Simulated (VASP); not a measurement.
# Pt (P6_3/mmc) in VASP: relaxation of cell and atoms with revPBE

Aim: the relaxation of cell and atoms of Pt with revPBE.

Program: VASP 6.6.1. These are calculated values, not measurements. Logs are shortened: lines on timing, memory, paths and dates and some standing lists are left out, and cuts for length are marked.

## (1) The cell of the first run

Symmetry: P6_3/mmc, No. 194, hexagonal system. The conventional cell has a = 2.774 Å, b = 2.774 Å, c = 9.060 Å, α = 90.00°, β = 90.00°, γ = 120.00°. Pt (site symmetry -3m) has 12 Pt at 2.77 Å within 3.7 Å. Pt (site symmetry -6m2) has 12 Pt at 2.77 Å within 3.7 Å.

This isn't the form of Pt at room conditions, which is fcc.

## (2) Relaxation of cell and atoms, revPBE

The input, INCAR:

```
SYSTEM = Pt
  PREC = Accurate
  ENCUT = 600
  EDIFF = 1E-6
  ISMEAR = -1
  SIGMA = 0.1
  LREAL = .False.
  LASPH = .True.
  NELM = 100
  ALGO = Normal
  ISIF = 3
  LWAVE = .False.
  LCHARG = .False.
  GGA = RE
  IBRION = 2
  NSW = 80
  EDIFFG = -0.01
```

The input, KPOINTS:

```
Automatic mesh
0
Gamma
  13 13 4
  0 0 0
```

The input, POSCAR:

```
Pt
1.0
    2.7740467412      0.0000000000      0.0000000000
   -1.3870233706      2.4023949491      0.0000000000
    0.0000000000      0.0000000000      9.0600366567
Pt
4
Direct
    0.0000000000      0.0000000000      0.0000000000
    0.0000000000      0.0000000000      0.5000000000
    0.3333333333      0.6666666667      0.2500000000
    0.6666666667      0.3333333333      0.7500000000
```

Potentials or basis: VASP PAW PBE potentials, release 64 (Pt).

The run is started by

```console
$ cat potpaw_PBE.64/Pt/POTCAR > POTCAR
$ mpirun -np 1 vasp_std > vasp.out
```

OUTCAR:

```text
SYSTEM = Pt
   PREC = Accurate
   ENCUT = 600
   EDIFF = 1E-6
   ISMEAR = -1
   LREAL = .False.
   LASPH = .True.
   NELM = 100
   ISIF = 3
   GGA = RE
   IBRION = 2
   NSW = 80
   EDIFFG = -0.01

 ion  position               nearest neighbor table
   1  0.000  0.000  0.000-   3 2.77   4 2.77   3 2.77   4 2.77   4 2.77   3 2.77
   2  0.000  0.000  0.500-   3 2.77   4 2.77   3 2.77   4 2.77   4 2.77   3 2.77
   3  0.333  0.667  0.250-   1 2.77   2 2.77   1 2.77   2 2.77   1 2.77   2 2.77
   4  0.667  0.333  0.750-   1 2.77   2 2.77   1 2.77   2 2.77   1 2.77   2 2.77

  LATTYP: Found a hexagonal cell.
 ALAT       =     2.7740467412
 C/A-ratio  =     3.2660000000

  Lattice vectors:

 A1 = (   2.7740467412,   0.0000000000,   0.0000000000)
 A2 = (  -1.3870233706,   2.4023949491,   0.0000000000)
 A3 = (   0.0000000000,   0.0000000000,   9.0600366567)

Analysis of symmetry for initial positions (statically):
=====================================================================
 Subroutine PRICEL returns:
 Original cell was already a primitive cell.

 Routine SETGRP: Setting up the symmetry group for a
 hexagonal supercell.

 Subroutine GETGRP returns: Found 24 space group operations
 (whereof 12 operations were pure point group operations)
 out of a pool of 24 trial point group operations.

The static configuration has the point symmetry D_3d.
 The point group associated with its full space group is D_6h.

Analysis of symmetry for dynamics (positions and initial velocities):
=====================================================================
 Subroutine PRICEL returns:
 Original cell was already a primitive cell.

 Routine SETGRP: Setting up the symmetry group for a
 hexagonal supercell.

 Subroutine GETGRP returns: Found 24 space group operations
 (whereof 12 operations were pure point group operations)
 out of a pool of 24 trial point group operations.

The dynamic configuration has the point symmetry D_3d.
 The point group associated with its full space group is D_6h.

 Subroutine INISYM returns: Found 24 space group operations
 (whereof 12 operations are pure point group operations),
 and found     1 'primitive' translations

----------------------------------------------------------------------------------------

                                     Primitive cell

  volume of cell :      60.3793

  direct lattice vectors                    reciprocal lattice vectors
     2.774046741  0.000000000  0.000000000     0.360484193  0.208125646  0.000000000
    -1.387023371  2.402394949  0.000000000     0.000000000  0.416251291  0.000000000
     0.000000000  0.000000000  9.060036657     0.000000000  0.000000000  0.110374829

  length of vectors
[... 108 lines left out ...]
  Fermi-wavevector in a.u.,A,eV,Ry     =   1.427136  2.696897 27.711231  2.036718
  Thomas-Fermi vector in A             =   2.547338
   LORBIT       =      0    0 simple, 1 ext, 2 COOP (PROOUT), +10 PAW based schemes
   GGA     = RE    functional components
   LHFCALC =     F    Hartree Fock is set to
   AEXX    =    0.0000 exact exchange contribution
   IVDW    =     0    specifies the selected vdW correction
   LEPSILON=     F    determine dielectric tensor
   LRPA    =     F    only Hartree local field effects (RPA)
 conjugate gradient relaxation of ions
 non-spin polarized calculation
  energy-cutoff  :      600.00
  volume of cell :       60.38
 maximum number of plane-waves:      2052
 NGX is ok and might be reduce to    24
   NGX = 11   NGY = 11   NGZ = 37

--------------------------------------- Ionic step        1  -------------------------------------------

 number of electron      40.0000003 magnetization

 Free energy of the ion-electron system (eV)
  ---------------------------------------------------
  ext. energy  EPLUGINS =         0.00000000
  ---------------------------------------------------
  free energy    TOTEN  =       -22.17740037 eV

  energy without entropy =      -21.94213934  energy(sigma->0) =      -22.05976986

------------------------ aborting loop because EDIFF is reached ----------------------------------------

  FORCE on cell =-STRESS in cart. coord.  units (eV):
  Direction    XX          YY          ZZ          XY          YZ          ZX
  --------------------------------------------------------------------------------------
  -------------------------------------------------------------------------------------
  Total        4.6608168      4.6608168      5.8916855     -0.0000000      0.0000000     -0.0000000
  in kB      123.6757294    123.6757294    156.3370829     -0.0000000      0.0000000     -0.0000000
  external PRESSURE =     134.5628473 kB  Pullay stress =       0.0000000 kB
[... 25 lines left out ...]
--------------------------------------- Ionic step        2  -------------------------------------------

 number of electron      39.9999994 magnetization

 E-fermi :   8.2178     XC(G=0): -12.3821

 val. band max:        8.2178010973   @ k =   0.3077   0.0769   0.0000
 cond. band min:       8.2211705711   @ k =   0.3846   0.2308   0.2500
 fundamental gap:      0.0033694738
 Fermi energy:         8.2178180606

 k-point     1 :       0.0000    0.0000    0.0000
  band No.  band energies     occupation
      1      -0.1201      2.00000
      2       1.6115      2.00000
      3       1.6156      2.00000
      4       2.5386      2.00000
      5       5.1210      2.00000
      6       5.1643      2.00000
[... 708 lines left out ...]
  FREE ENERGIE OF THE ION-ELECTRON SYSTEM (eV)
  ---------------------------------------------------
  free  energy   TOTEN  =       -22.3038638107 eV

  energy  without entropy=      -22.0521133820  energy(sigma->0) =      -22.17798860

[... ionic steps 4 to 7 ...]

--------------------------------------- Ionic step        8  -------------------------------------------

 number of electron      39.9999999 magnetization

------------------------ aborting loop because EDIFF is reached ----------------------------------------
[... 71 lines left out ...]
--------------------------------------- Ionic step       10  -------------------------------------------

 number of electron      40.0000000 magnetization

 Free energy of the ion-electron system (eV)
  ---------------------------------------------------
  ext. energy  EPLUGINS =         0.00000000
  ---------------------------------------------------
  free energy    TOTEN  =       -22.30956982 eV

  energy without entropy =      -22.06383165  energy(sigma->0) =      -22.18670074

 E-fermi :  10.3689     XC(G=0): -13.1393

 val. band max:       10.3632110962   @ k =   0.3077   0.0769   0.0000
 cond. band min:      10.3720052923   @ k =   0.4615   0.0769   0.2500
 fundamental gap:      0.0087941961
 Fermi energy:        10.3688582732

 k-point     1 :       0.0000    0.0000    0.0000
  band No.  band energies     occupation
      1       0.7364      2.00000
      2       2.6153      2.00000
      3       2.6181      2.00000
      4       3.5070      2.00000
      5       6.5092      2.00000
      6       6.5563      2.00000
[... 670 lines left out ...]
  FREE ENERGIE OF THE ION-ELECTRON SYSTEM (eV)
  ---------------------------------------------------
  free  energy   TOTEN  =       -22.3095698228 eV

  energy  without entropy=      -22.0638316548  energy(sigma->0) =      -22.18670074

 reached required accuracy - stopping structural energy minimisation
```

It took 14 min on 1 thread of Intel Xeon 8259CL, shared host; peak memory 0.27 GiB.

What came out:

- Free energy: -22.3096 eV
- Relaxed volume: 15.88 Å³/atom
- Relaxed cell: a = 2.801 Å, b = 2.801 Å, c = 9.349 Å, α = 90.00°, β = 90.00°, γ = 120.00°
- Space group after relaxing (to 0.1 Å): P6_3/mmc (No. 194)
- Energy gained by relaxing: 33.0 meV/atom
- Ionic steps: 10
- Pressure after relaxing: 0.0 GPa

The path:
```
step  energy change (eV)  largest force (eV/Å)  pressure (GPa)  volume (Å³)
   1              0.0000                0.0000           13.46        60.38
   2              0.5109                0.0000          -20.63        72.14
   3             -0.1265                0.0000           -0.70        63.70
   4             -0.1268                0.0000           -0.18        63.55
   5             -0.1268                0.0000            0.05        63.49
   6             -0.1309                0.0000            0.15        63.46
   7             -0.1321                0.0000            0.28        63.43
   8             -0.1321                0.0000            0.28        63.43
   9             -0.1318                0.0000           -0.69        63.69
  10             -0.1322                0.0000            0.01        63.51
```

Final structure:
```xyz
4
Lattice="2.8007 0.0000 0.0000 -1.4004 2.4255 0.0000 0.0000 0.0000 9.3492" Properties=species:S:1:pos:R:3 pbc="T T T"
Pt    0.0000    0.0000    0.0000
Pt    0.0000    0.0000    4.6746
Pt    0.0000    1.6170    2.3373
Pt    1.4004    0.8085    7.0119
```

Levels at points of the mesh, in eV from the Fermi level:
```csv
k point,band 18,band 19,band 20,band 21,band 22,band 23
"(0.00, 0.00, 0.00)",-1.26,-1.26,-0.85,-0.85,-0.42,-0.12
"(0.00, 0.00, 0.50)",-1.57,-1.57,-1.57,-0.43,-0.43,-0.43
```

Caveat: the highest band is partly filled, so the run has too few bands; the PAW data sets were made with another functional, which shifts forces and pressure a little; spin-orbit coupling is left out, which moves the levels of the heavy elements.
